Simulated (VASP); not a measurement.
The system is Al.

```
Al
1.0
     2.86351    0.00000    0.00000
     1.43175    2.47987    0.00000
     1.43175    0.82662    2.33804
Al
1
Direct
  0.00000 0.00000 0.00000
```

```yaml
Program: VASP 6.6.1
Task: relaxation of cell and atoms
Functional: LDA
Potentials_or_basis: VASP PAW LDA potentials, release 64 (Al)
Cutoff: 600 eV
k_mesh: 9 × 9 × 9
Occupations: methfessel-paxton, width 0.1 eV
Spin: no spin polarisation
```

At the start: pressure -3.4 GPa; volume 16.60 Å³/atom.

Question: How do energy, volume and symmetry change on relaxing?

Answer: Over 3 steps the energy falls by 7.6 meV/atom and the volume is 15.91 Å³/atom (-4.2 %); space group Fm-3m (No. 225, to 0.05 Å).

Step by step:
```tsv
step	energy change (eV)	largest force (eV/Å)	pressure (GPa)	volume (Å³)
1	0.0000	0.0000	-3.38	16.60
2	-0.0073	0.0000	0.77	15.78
3	-0.0076	0.0000	0.01	15.91
```

Final structure:
```
CELL_PARAMETERS angstrom
2.82317 0.00000 0.00000
1.41158 2.44493 0.00000
1.41158 0.81498 2.30511
ATOMIC_POSITIONS crystal
Al 0.00000 0.00000 0.00000
```
